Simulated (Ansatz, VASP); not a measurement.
# Rb: VASP beside Ansatz

The input INCAR:

```
ALGO = Normal ; EDIFF = 1E-6
EDIFFG = -0.005 ; ENCUT = 600
IBRION = 2 ; ISIF = 3
ISMEAR = 1 ; LASPH = True
LCHARG = False ; LREAL = False
LWAVE = False ; NELM = 100
NSW = 60 ; PREC = Accurate
SIGMA = 0.1
```

The input KPOINTS:

```
k-points
0
Gamma
  14 14 14
```

File POSCAR:

```
Rb
1.0
   -2.7950000000      2.7950000000      2.7950000000
    2.7950000000     -2.7950000000      2.7950000000
    2.7950000000      2.7950000000     -2.7950000000
Rb
1
Direct
    0.0000000000      0.0000000000      0.0000000000
```

Input for Ansatz:

```yaml
crystal:
  lattice:
    - [-2.795, 2.795, 2.795]
    - [2.795, -2.795, 2.795]
    - [2.795, 2.795, -2.795]
  atoms:
    - { symbol: Rb, position: [0.0, 0.0, 0.0] }
kpoints:
  mp_grid: { grid: [14, 14, 14] }
scf:
  occupations: { method: cold, width: 0.1 }
hamiltonian:
  xc: lda
  pseudopotentials: { kind: paw, azcp: { folder: soft_1 } }
output:
  forces: true
  stress: true
  populations: false
relax:
  f_tol: 0.005
  max_steps: 40
  cell: {}
```

Alike in both runs: task relaxation of cell and atoms; functional LDA; k mesh 14 × 14 × 14; no spin polarisation.

```csv
,VASP,Ansatz
version,VASP 6.6.1,Ansatz 0.2.0
potentials or method,"VASP PAW LDA potentials, release 64 (Rb_sv)","plane-wave PAW, scalar-relativistic"
plane-wave cutoff (eV),600,420
occupations,"methfessel-paxton of order 1, width 0.1 eV","cold, width 0.1 eV"
valence electrons in the cell,9,9
```

|  | VASP | Ansatz | Ansatz less VASP |
| --- | --- | --- | --- |
| relaxed volume (Å³/atom) | 77.86 | 77.98 | +0.114 |
| relaxed length of the cell vector where the two differ most in proportion (Å) | 4.659 | 4.662 | +0.0023 |

Ansatz warns that its potentials were made for another functional, while VASP's fit it. LDA's correlation is that of Perdew and Zunger in VASP and of Perdew and Wang (1992) in Ansatz.
